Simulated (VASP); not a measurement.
The system is Mg2Si.

```xyz
3
Lattice="0.0000 3.1624 3.1624 3.1624 0.0000 3.1624 3.1624 3.1624 0.0000" Properties=species:S:1:pos:R:3 pbc="T T T"
Si    0.0000    0.0000    0.0000
Mg    1.5812    1.5812    1.5812
Mg    4.7436    4.7436    4.7436
```

Base run:

```yaml
Program: VASP 6.6.1
Functional: PBEsol
Potentials_or_basis: VASP PAW PBE potentials, release 64 (Si, Mg)
Cutoff: 600 eV
k_mesh: 7 × 7 × 7
Occupations: fermi-dirac, width 0.05 eV
Spin: no spin polarisation
```

Its results: band gap on the k mesh 0.24 eV (least direct gap 1.89 eV); pressure 0.0 GPa.

Question: The run is repeated on the same cell with these changes: functional from PBEsol to HSE06; cutoff from 600 eV to 520 eV. What comes out?

Answer: Band gap on the k mesh 0.70 eV (least direct gap 2.56 eV); pressure 0.1 GPa.

Caveats: the PAW data sets were made with another functional, which shifts forces and pressure a little; an odd mesh through Γ misses points on the zone boundary, where band edges can lie.
